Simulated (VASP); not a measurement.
Al, 4 atoms in the cell. It takes space group Fm-3m (No. 225, cubic). Conventional cell: a = 3.982 Å, b = 3.982 Å, c = 3.982 Å, α = 90.00°, β = 90.00°, γ = 90.00°. Al (site symmetry m-3m) has 12 Al at 2.82 Å within 3.7 Å. 

```yaml
Program: VASP 6.6.1
Task: relaxation of cell and atoms
Functional: PBE
Dispersion: D3(BJ)
Potentials_or_basis: VASP PAW PBE potentials, release 64 (Al)
Cutoff: 600 eV
k_mesh: 10 × 10 × 10
Occupations: gaussian, width 0.1 eV
Spin: no spin polarisation
Dipole_correction: no
Further_INCAR_settings: ALGO = Normal; EDIFF = 1e-06; IBRION = 2; EDIFFG = -0.015; NSW = 80; ISIF = 3
```

Potentials or basis: VASP PAW PBE potentials, release 64 (Al).

Launch:

```bash
$ cat potpaw_PBE.64/Al/POTCAR > POTCAR
$ mpirun -np 1 vasp_std > vasp.out
```

Hardware: 1 thread of Intel(R) Xeon(R) Platinum 8488C (Sapphire Rapids), with other jobs on the host.

How long does it take, and how much memory?

It took 11 s on 1 thread of Intel(R) Xeon(R) Platinum 8488C (Sapphire Rapids), with other jobs on the host, peak memory 0.19 GiB. Counts: scf iterations 11, k points 56, ion steps 1.
